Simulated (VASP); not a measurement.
Wanted: the native input for a VASP 6.6.1 run.

```
Task                   : relaxation of cell and atoms
Functional             : PBE
Potentials or basis    : VASP PAW PBE potentials, release 64 (Cd, O)
Cutoff                 : 600 eV
k mesh                 : 14 × 14 × 14
Occupations            : gaussian, width 0.01 eV
Spin                   : no spin polarisation
Target pressure        : 112.5 GPa
Dipole correction      : no
Further INCAR settings : ALGO = Normal; EDIFF = 1e-07; IBRION = 2; EDIFFG = -0.004; NSW = 70; ISIF = 3
```

The structure of CdO (nc) lies in POSCAR:

```
CdO
1.0
    0.0000000000      2.1604796711      2.1604796711
    2.1604796711      0.0000000000      2.1604796711
    2.1604796711      2.1604796711      0.0000000000
Cd O
1 1
Direct
    0.0000000000      0.0000000000      0.0000000000
    0.5000000000      0.5000000000      0.5000000000
```

These files were run (other wordings do the same):

INCAR

```
ALGO = Normal ; EDIFF = 1E-7
EDIFFG = -0.004 ; ENCUT = 600
GGA = PE ; GGA_COMPAT = False
IBRION = 2 ; ISIF = 3
ISMEAR = 0 ; LASPH = True
LCHARG = False ; LREAL = False
LWAVE = False ; NELM = 120
NELMIN = 4 ; NSW = 70
PREC = Accurate ; PSTRESS = 1125.0
SIGMA = 0.01
```

KPOINTS

```
k-points
0
Gamma
  14 14 14
```

Potentials or basis: VASP PAW PBE potentials, release 64 (Cd, O).

The run is started by

```bash
$ cat potpaw_PBE.64/Cd/POTCAR potpaw_PBE.64/O/POTCAR > POTCAR
$ mpirun -np 1 vasp_std > vasp.out
```

It gave:

```json
{
 "Relaxed volume": "9.47 Å³/atom",
 "Relaxed cell": "a = 2.992 Å, b = 2.992 Å, c = 2.992 Å, α = 60.00°, β = 60.00°, γ = 60.00°",
 "Space group after relaxing (to 0.05 Å)": "Fm-3m (No. 225)",
 "Energy change on relaxing (the enthalpy is what falls)": "+367.5 meV/atom",
 "Ionic steps": "5",
 "Pressure after relaxing": "112.5 GPa",
 "Band gap on the k mesh": "0.25 eV, indirect (least direct gap 3.27 eV)"
}
```

Caveat: the cell is relaxed towards a set pressure, so the enthalpy falls and the energy may rise.

Wall time 60 s on 1 thread of AMD EPYC 9R45 96-Core Processor (Zen 5), with other jobs on the host, peak memory 0.14 GiB.
